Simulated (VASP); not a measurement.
# Sc in VASP: a series of runs

Runs on Sc. Level: PBE. Tasks: single point.

Everything below comes from runs of VASP 6.6.1. Logs are shortened: lines on timing, memory, paths and dates and some standing lists are left out, and cuts for length are marked.

## (1) The cell of the first run

Symmetry: P-3m1, No. 164, trigonal system. The conventional cell has a = 3.246 Å, b = 3.246 Å, c = 5.484 Å, α = 90.00°, β = 90.00°, γ = 120.00°. Within 4.2 Å of Sc (site symmetry 3m) lie 12 Sc at 3.22 to 3.43 Å.

## (2) Single point, PBE (strained and its atoms moved)

Input file INCAR:

```
SYSTEM = Sc
PREC = Accurate
ENCUT = 520
EDIFF = 1E-7
ISMEAR = 0
SIGMA = 0.1
LREAL = .False.
LASPH = .True.
NELM = 80
ALGO = Fast
ISIF = 2
LWAVE = .False.
LCHARG = .False.
GGA = PE
NBANDS = 18
```

Input file KPOINTS:

```
regular mesh
0
Gamma
  15 15 8
  0 0 0
```

Input file POSCAR:

```
Sc
1.0
    3.2458645613      0.0000000000      0.0000000000
   -1.6229322806      2.8110011673      0.0000000000
    0.0000000000      0.0000000000      5.4838826400
Sc
2
Direct
    0.3333333333      0.6666666667      0.2386104784
    0.6666666667      0.3333333333      0.7613895216
```

Potentials or basis: VASP PAW PBE potentials, release 64 (Sc_sv).

Run with:

```bash
$ cat potpaw_PBE.64/Sc_sv/POTCAR > POTCAR
$ mpirun -np 1 vasp_std > vasp.out
```

OUTCAR:

```text
SYSTEM = Sc
   PREC = Accurate
   ENCUT = 520
   EDIFF = 1E-7
   ISMEAR = 0
   LREAL = .False.
   LASPH = .True.
   NELM = 80
   ISIF = 2
   GGA = PE

 ion  position               nearest neighbor table
   1  0.333  0.667  0.239-   2 3.22   2 3.22   2 3.22   2 3.43   2 3.43   2 3.43
   2  0.667  0.333  0.761-   1 3.22   1 3.22   1 3.22   1 3.43   1 3.43   1 3.43

  LATTYP: Found a hexagonal cell.
 ALAT       =     3.2458645613
 C/A-ratio  =     1.6894982943

  Lattice vectors:

 A1 = (   3.2458645613,   0.0000000000,   0.0000000000)
 A2 = (  -1.6229322806,   2.8110011673,   0.0000000000)
 A3 = (   0.0000000000,   0.0000000000,   5.4838826400)

Analysis of symmetry for initial positions (statically):
=====================================================================
 Subroutine PRICEL returns:
 Original cell was already a primitive cell.

 Routine SETGRP: Setting up the symmetry group for a
 hexagonal supercell.

 Subroutine GETGRP returns: Found 12 space group operations
 (whereof 12 operations were pure point group operations)
 out of a pool of 24 trial point group operations.

The static configuration has the point symmetry D_3d.

Analysis of symmetry for dynamics (positions and initial velocities):
=====================================================================
 Subroutine PRICEL returns:
 Original cell was already a primitive cell.

 Routine SETGRP: Setting up the symmetry group for a
 hexagonal supercell.

 Subroutine GETGRP returns: Found 12 space group operations
 (whereof 12 operations were pure point group operations)
 out of a pool of 24 trial point group operations.

The dynamic configuration has the point symmetry D_3d.

 Subroutine INISYM returns: Found 12 space group operations
 (whereof 12 operations are pure point group operations),
 and found     1 'primitive' translations

----------------------------------------------------------------------------------------

                                     Primitive cell

  volume of cell :      50.0357

  direct lattice vectors                    reciprocal lattice vectors
     3.245864561  0.000000000  0.000000000     0.308084327  0.177872569  0.000000000
    -1.622932281  2.811001167  0.000000000     0.000000000  0.355745139  0.000000000
     0.000000000  0.000000000  5.483882640     0.000000000  0.000000000  0.182352553

  length of vectors
     3.245864561  3.245864561  5.483882640     0.355745139  0.355745139  0.182352553

  position of ions in fractional coordinates (direct lattice)
     0.333333333  0.666666667  0.238610478
     0.666666667  0.333333333  0.761389522

  ion indices of the primitive-cell ions
   primitive index   ion index
                 1           1
                 2           2

----------------------------------------------------------------------------------------

 KPOINTS: regular mesh

Automatic generation of k-mesh.
 Grid dimensions read from file:
 generate k-points for:   15   15    8

 Generating k-lattice:

  Cartesian coordinates                     Fractional coordinates (reciprocal lattice)
     0.020538955  0.011858171  0.000000000     0.066666667  0.000000000  0.000000000
     0.000000000  0.023716343  0.000000000     0.000000000  0.066666667  0.000000000
     0.000000000  0.000000000  0.022794069     0.000000000  0.000000000  0.125000000

  Length of vectors
     0.023716343  0.023716343  0.022794069

  Shift w.r.t. Gamma in fractional coordinates (k-lattice)
     0.000000000  0.000000000  0.000000000

 Subroutine IBZKPT returns following result:
 ===========================================

 Found    192 irreducible k-points:

 Following reciprocal coordinates:
            Coordinates               Weight
  0.000000  0.000000  0.000000      1.000000
  0.066667  0.000000  0.000000      6.000000
  0.133333 -0.000000  0.000000      6.000000
  0.200000 -0.000000  0.000000      6.000000
  0.266667 -0.000000  0.000000      6.000000
  0.333333  0.000000  0.000000      6.000000
[... 16 lines left out ...]
  0.333333  0.200000  0.000000     12.000000
  0.400000  0.200000  0.000000      6.000000
 [... further k-points ...]
   k-points           NKPTS =    192   k-points in BZ     NKDIM =    192   number of bands    NBANDS=     18
   number of dos      NEDOS =    301   number of ions     NIONS =      2
   total plane-waves  NPLWV =  24192
   dimension x,y,z NGX =    24 NGY =   24 NGZ =   42
   dimension x,y,z NGXF=    48 NGYF=   48 NGZF=   84
   ions per type =               2
   NGX,Y,Z   is equivalent  to a cutoff of  12.29, 12.29, 12.73 a.u.
   NGXF,Y,Z  is equivalent  to a cutoff of  24.58, 24.58, 25.46 a.u.
 SYSTEM =  Sc
   PREC   = accura    normal or accurate (medium, high low for compatibility)
   ISTART =      0    job   : 0-new  1-cont  2-samecut
   ICHARG =      2    charge: 1-file 2-atom 10-const
   ISPIN  =      1    spin polarized calculation?
   LNONCOLLINEAR =      F non collinear calculations
   LSORBIT =      F    spin-orbit coupling
   LASPH  =      T    aspherical Exc in radial PAW
   ENCUT  =  520.0 eV  38.22 Ry    6.18 a.u.   6.04  6.04 10.20*2*pi/ulx,y,z
   NELM   =     80;   NELMIN=  2; NELMDL= -5     # of ELM steps
   EDIFF  = 0.1E-06   stopping-criterion for ELM
   LREAL  =      F    real-space projection
   EDIFFG = 0.1E-05   stopping-criterion for IOM
   NSW    =      0    number of steps for IOM
   IBRION =     -1    ionic relax: 0-MD 1-quasi-New 2-CG
   NFREE  =      0    steps in history (QN), initial steepest desc. (CG)
   ISIF   =      2    stress and relaxation
   ISYM   =      2    0-nonsym 1-usesym 2-fastsym
   POTIM  = 0.5000    time-step for ionic-motion
   TEBEG  =    0.0;   TEEND  =   0.0 temperature during run
   PSTRESS=    0.0 pullay stress
   NELECT =      22.0000    total number of electrons
   NUPDOWN=      -1.0000    fix difference up-down
   EMIN   =  10.00;   EMAX   =-10.00  energy-range for DOS
   EFERMI =   0.00;   METHOD = LEGACY
   ISMEAR =     0;   SIGMA  =   0.10  broadening in eV -4-tet -1-fermi 0-gaus
   EFERMI_NEDOS =   21; number of points for ismear=-14 and -15
   IALGO  =     68    algorithm
   IMIX   =      4    mixing-type and parameters
     AMIX     =   0.40;   BMIX     =  1.00
     AMIX_MAG =   1.60;   BMIX_MAG =  1.00
  volume/ion in A,a.u.               =      25.02       168.83
  Fermi-wavevector in a.u.,A,eV,Ry     =   1.244866  2.352455 21.084824  1.549691
  Thomas-Fermi vector in A             =   2.379114
   LORBIT       =      0    0 simple, 1 ext, 2 COOP (PROOUT), +10 PAW based schemes
   GGA     = PE    functional components
   LHFCALC =     F    Hartree Fock is set to
   AEXX    =    0.0000 exact exchange contribution
   IVDW    =     0    specifies the selected vdW correction
   LEPSILON=     F    determine dielectric tensor
   LRPA    =     F    only Hartree local field effects (RPA)
 non-spin polarized calculation
 RMM-DIIS sequential band-by-band and
 Gauss-broadening in eV      SIGMA  =   0.10
  energy-cutoff  :      520.00
  volume of cell :       50.04
 maximum number of plane-waves:      1377
   NGX = 13   NGY = 13   NGZ = 21

 number of electron      21.9999995 magnetization

 Free energy of the ion-electron system (eV)
  ---------------------------------------------------
  ext. energy  EPLUGINS =         0.00000000
  ---------------------------------------------------
  free energy    TOTEN  =       -12.43770825 eV

  energy without entropy =      -12.41347190  energy(sigma->0) =      -12.42559008

 E-fermi :   3.5954     XC(G=0):  -9.8136

 val. band max:        3.5942087044   @ k =   0.3333   0.1333   0.1250
 cond. band min:       3.5983990707   @ k =   0.2000   0.2000   0.0000
 fundamental gap:      0.0041903664
 Fermi energy:         3.5954376639

 k-point     1 :       0.0000    0.0000    0.0000
  band No.  band energies     occupation
      1     -45.8577      2.00000
      2     -45.8064      2.00000
      3     -24.6353      2.00000
      4     -24.3162      2.00000
      5     -24.3162      2.00000
      6     -24.2823      2.00000
[... 10 lines left out ...]
     17       6.2000      0.00000
     18       6.9651      0.00000

 k-point     2 :       0.0667    0.0000    0.0000
  band No.  band energies     occupation
      1     -45.8554      2.00000
      2     -45.8051      2.00000
      3     -24.6299      2.00000
      4     -24.3308      2.00000
      5     -24.3203      2.00000
      6     -24.2865      2.00000
[... 10 lines left out ...]
     17       6.1039      0.00000
     18       6.1464      0.00000

 k-point     3 :       0.1333   -0.0000    0.0000
  band No.  band energies     occupation
      1     -45.8488      2.00000
      2     -45.8014      2.00000
      3     -24.6145      2.00000
      4     -24.3707      2.00000
      5     -24.3319      2.00000
      6     -24.3259      2.00000
[... 10 lines left out ...]
     17       5.8780      0.00000
     18       6.0334      0.00000

 k-point     4 :       0.2000   -0.0000    0.0000
  band No.  band energies     occupation
      1     -45.8389      2.00000
      2     -45.7962      2.00000
      3     -24.5910      2.00000
      4     -24.4287      2.00000
      5     -24.3825      2.00000
      6     -24.3484      2.00000
[... 375 lines left out ...]
      4     -24.5452      2.00000
      5     -24.4832      2.00000
      6     -24.4262      2.00000
[... 10 lines left out ...]
     17       7.1802      0.00000
     18       7.2690      0.00000

 k-point    23 :       0.3333    0.2000    0.0000
  band No.  band energies     occupation
      1     -45.7950      2.00000
      2     -45.7812      2.00000
      3     -24.5949      2.00000
      4     -24.5535      2.00000
      5     -24.4686      2.00000
      6     -24.4431      2.00000
[... 10 lines left out ...]
     17       7.1677      0.00000
     18       7.3205      0.00000

 k-point    24 :       0.4000    0.2000    0.0000
  band No.  band energies     occupation
      1     -45.7918      2.00000
      2     -45.7814      2.00000
      3     -24.6037      2.00000
      4     -24.5552      2.00000
      5     -24.4716      2.00000
      6     -24.4404      2.00000
[... 10 lines left out ...]
     17       7.1591      0.00000
     18       7.2574      0.00000

 [... further k-points ...]
[... 5 lines left out ...]
  --------------------------------------------------------------------------------------
  -------------------------------------------------------------------------------------
  Total        0.4276790      0.4276790     -1.1134527      0.0000000     -0.0000000     -0.0000000
  in kB       13.6945860     13.6945860    -35.6535496      0.0000000     -0.0000000     -0.0000000
  external PRESSURE =      -2.7547925 kB  Pullay stress =       0.0000000 kB

 VOLUME and BASIS-vectors are now :
 -----------------------------------------------------------------------------
  energy-cutoff  :      520.00
  volume of cell :       50.04
      direct lattice vectors                 reciprocal lattice vectors
     3.245864561  0.000000000  0.000000000     0.308084327  0.177872569  0.000000000
    -1.622932281  2.811001167  0.000000000     0.000000000  0.355745139  0.000000000
     0.000000000  0.000000000  5.483882640     0.000000000  0.000000000  0.182352553

 POSITION                                       TOTAL-FORCE (eV/Angst)
 -----------------------------------------------------------------------------------
     -0.00000      1.87400      1.30851         0.000000      0.000000      0.331401
      1.62293      0.93700      4.17537        -0.000000      0.000000     -0.331401
 -----------------------------------------------------------------------------------
    total drift:                                0.000000     -0.000000     -0.000000

  FREE ENERGIE OF THE ION-ELECTRON SYSTEM (eV)
  ---------------------------------------------------
  free  energy   TOTEN  =       -12.4377082532 eV

  energy  without entropy=      -12.4134719041  energy(sigma->0) =      -12.42559008
```

It took 1.8 min on 1 thread of Intel Xeon Platinum 8488C (Sapphire Rapids), shared host; peak memory 0.26 GiB.

What came out:

| Property | Result |
| --- | --- |
| Free energy | -12.4377 eV |
| Pressure | -0.3 GPa |
| Largest force | 0.331 eV/Å |
| Band gap on the k mesh | zero (band 11 reaches 4.03 eV, above the bottom of band 12 at 3.26 eV) |

Forces in eV/Å, atoms in the order of the input:
```
Sc   0.000  0.000  0.331
Sc   0.000  0.000 -0.331
```

Levels at points of the mesh, in eV from the Fermi level:
```csv
k point,band 8,band 9,band 10,band 11,band 12,band 13,band 14,band 15
"(0.00, 0.00, 0.00)",-27.87,-5.10,-1.79,0.04,1.46,1.63,1.63,1.95
"(0.00, 0.00, 0.50)",-27.88,-3.79,-3.67,0.43,0.95,1.61,1.61,1.64
```

Caveat: the cell differs from its parent crystal (strained and its atoms moved).

(Part 1 of 2 ends here.)
